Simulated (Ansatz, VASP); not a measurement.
## One calculation of BP, two programs

INCAR

```
PREC = Accurate ; ENCUT = 500
EDIFF = 1E-6 ; ISMEAR = -1
SIGMA = 0.5 ; LREAL = F
LASPH = T ; NELM = 120
ALGO = Normal ; ISIF = 2
LWAVE = F ; LCHARG = F
GGA = PE ; NBANDS = 16
GGA_COMPAT = F
```

File KPOINTS:

```
Automatic mesh
0
Gamma
  6 6 4
```

File POSCAR:

```
BP
1.0
    3.0799086887      0.0000000000      0.0000000000
   -1.5399543444      2.6672791658      0.0000000000
    0.0000000000      0.0000000000      5.0145727567
B P
2 2
Direct
    0.0000000000      0.0000000000      0.0000000000
    0.0000000000      0.0000000000      0.5000000000
    0.3333333333      0.6666666667      0.2500000000
    0.6666666667      0.3333333333      0.7500000000
```

Input for Ansatz:

```yaml
crystal:
  lattice:
    - [3.0799086887, 0.0, 0.0]
    - [-1.5399543444, 2.6672791658, 0.0]
    - [0.0, 0.0, 5.0145727567]
  atoms:
    - { symbol: B, position: [0.0, 0.0, 0.0] }
    - { symbol: B, position: [0.0, 0.0, 0.5] }
    - { symbol: P, position: [0.3333333333, 0.6666666667, 0.25] }
    - { symbol: P, position: [0.6666666667, 0.3333333333, 0.75] }
kpoints:
  mp_grid: { grid: [6, 6, 4] }
hamiltonian:
  xc: pbe
scf:
  occupations: { method: fermi_dirac, width: 0.5 }
  n_extra_bands: 5
output:
  forces: true
  stress: true
  eigenvalues: true
```

Alike in both runs: task single point; functional PBE; k mesh 6 × 6 × 4; occupations fermi-dirac, width 0.5 eV; no spin polarisation.

|  | VASP | Ansatz |
| --- | --- | --- |
| version | VASP 6.6.1 | Ansatz 0.2.0 |
| potentials or method | VASP PAW PBE potentials, release 64 (B, P) | plane waves |
| plane-wave cutoff (eV) | 500 | 420 |
| valence electrons in the cell | 16 | 16 |

Ansatz gave:

```
pressure (GPa)                                                : 2.4
traceless stress, the component that is largest in VASP (GPa) : 2.83
```

Question: Which values does VASP return?

Answer: Pressure (GPa): 2.2; traceless stress, the component that is largest in VASP (GPa): 2.83.

The functional is the same, so the differences come from potentials, cutoffs and numerics.

The k mesh is coarse, so the values compare programs but aren't converged.
